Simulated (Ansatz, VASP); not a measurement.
**CdSe in VASP and in Ansatz**

```
Cd Se
1.0
     0.00000    3.06000    3.06000
     3.06000    0.00000    3.06000
     3.06000    3.06000    0.00000
Cd Se
1 1
Direct
  0.00000 0.00000 0.00000
  0.25000 0.25000 0.25000
```

Change from the starting cell: volume scaled by 0.99, PAW files.

Alike in both runs: task electric field gradients; functional PBE; k mesh 8 × 8 × 8; occupations fermi-dirac, width 0.03 eV; no spin polarisation.

|  | VASP | Ansatz |
| --- | --- | --- |
| version | VASP 6.6.1 | Ansatz 0.2.0 |
| potentials or method | VASP PAW PBE potentials, release 64 (Cd, Se) | PAW with Ansatz's default frozen-core files, scalar-relativistic |
| plane-wave cutoff (eV) | 520 | 420 |
| valence electrons in the cell | 18 | 36 |

```tsv
	VASP	Ansatz	Ansatz less VASP
pressure (GPa)	2.1	1.8	-0.30
```

VASP's potentials hold 18 valence electrons a cell and Ansatz's 36, so a difference there can come from the potentials and not from the codes.
